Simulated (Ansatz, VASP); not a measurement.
One calculation of PbS, two programs

```xyz
2
Lattice="0.0000 2.9854 2.9854 2.9854 0.0000 2.9854 2.9854 2.9854 0.0000" Properties=species:S:1:pos:R:3 pbc="T T T"
Pb    0.0000    0.0000    0.0000
S     2.9854    2.9854    2.9854
```

Alike in both runs: task single point; functional HF; k mesh 4 × 4 × 4; occupations fermi-dirac, width 0.05 eV; no spin polarisation.

```csv
,VASP,Ansatz
version,VASP 6.6.1,Ansatz 0.2.0
potentials or method,"VASP PAW PBE potentials, release 64 (Pb_d, S)",Ansatz PAW
plane-wave cutoff (eV),520,420
valence electrons in the cell,20,20
```

|  | VASP | Ansatz | Ansatz less VASP |
| --- | --- | --- | --- |
| gap on the k mesh at the Fermi level (eV) | 5.60 | 5.43 | -0.175 |
| least direct gap on the mesh (eV) | 5.60 | 5.43 | -0.175 |
| pressure (GPa) | 5.9 | 6.7 | +0.74 |

VASP's potentials were made for PBE, not for HF. The functional is the same, so the differences come from potentials, cutoffs and numerics.

The k mesh is coarse, so the values compare programs but aren't converged. Neither program's run includes spin-orbit coupling.
